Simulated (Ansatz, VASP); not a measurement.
## WSe2 in VASP and in Ansatz

The input INCAR:

```
SYSTEM = WSe2
PREC = Accurate
ENCUT = 520
EDIFF = 1E-6
ISMEAR = -1
SIGMA = 0.02
LREAL = .FALSE.
LASPH = .TRUE.
NELM = 60
ALGO = Normal
ISIF = 2
LWAVE = .FALSE.
LCHARG = .TRUE.
GGA = PE
LELF = .TRUE.
LVHAR = .TRUE.
NBANDS = 35
```

Contents of KPOINTS:

```
Automatic mesh
0
G
  12 12 2
  0 0 0
```

File POSCAR:

```
WSe2
1.0
    3.2996674462      0.0000000000      0.0000000000
   -1.6498337231      2.8575958324      0.0000000000
    0.0000000000      0.0000000000     13.2801879168
W Se
2 4
Direct
    0.3333333333      0.6666666667      0.2500000000
    0.6666666667      0.3333333333      0.7500000000
    0.6666666667      0.3333333333      0.3754989285
    0.6666666667      0.3333333333      0.1245010715
    0.3333333333      0.6666666667      0.8754989285
    0.3333333333      0.6666666667      0.6245010715
```

Input for Ansatz:

```yaml
crystal:
  lattice:
    - [3.2996674462, 0.0, 0.0]
    - [-1.6498337231, 2.8575958324, 0.0]
    - [0.0, 0.0, 13.2801879168]
  atoms:
    - { symbol: W, position: [0.3333333333, 0.6666666667, 0.25] }
    - { symbol: W, position: [0.6666666667, 0.3333333333, 0.75] }
    - { symbol: Se, position: [0.6666666667, 0.3333333333, 0.3754989285] }
    - { symbol: Se, position: [0.6666666667, 0.3333333333, 0.1245010715] }
    - { symbol: Se, position: [0.3333333333, 0.6666666667, 0.8754989285] }
    - { symbol: Se, position: [0.3333333333, 0.6666666667, 0.6245010715] }
kpoints:
  mp_grid: { grid: [12, 12, 2] }
  band_path:
    path:
      - [0.0, 0.0, 0.0]
      - [0.5, 0.0, 0.0]
      - [0.3333333333, 0.3333333333, 0.0]
      - [0.0, 0.0, 0.5]
      - [0.5, 0.0, 0.5]
      - [0.3333333333, 0.3333333333, 0.5]
      - [0.179687, 0.179688, 0.0]
    npoints: 1
hamiltonian:
  xc: pbe
scf:
  occupations: { method: fermi_dirac, width: 0.02 }
  n_extra_bands: 5
output:
  forces: true
  stress: true
  eigenvalues: true
```

Change from the starting cell: uniaxial_z strain +1.0%.

Alike in both runs: task single point; functional PBE; k mesh 12 × 12 × 2; occupations fermi-dirac, width 0.02 eV; no spin polarisation.

|  | VASP | Ansatz |
| --- | --- | --- |
| version | VASP 6.6.1 | Ansatz 0.2.0 |
| potentials or method | VASP PAW PBE potentials, release 64 (W_sv, Se) | plane waves, PAW |
| plane-wave cutoff (eV) | 520 | 420 |
| valence electrons in the cell | 52 | 92 |

VASP gave:

- gap on the k mesh at the Fermi level (eV): 1.08
- pressure (GPa): 3.4
- traceless stress, the component that is largest in VASP (GPa): 0.94
- rms of the force components (eV/Å): 0.151

Question: Estimate Ansatz's values.

Answer: gap on the k mesh at the Fermi level (eV): 1.09; pressure (GPa): 3.1; traceless stress, the component that is largest in VASP (GPa): 0.86; rms of the force components (eV/Å): 0.128.

Atom by atom the forces differ by 0.023 eV/Å (rms over components). The functional is the same, so the differences come from potentials, cutoffs and numerics. VASP's potentials hold 52 valence electrons a cell and Ansatz's 92, so a difference there can come from the potentials and not from the codes.

Spin-orbit coupling is off throughout.
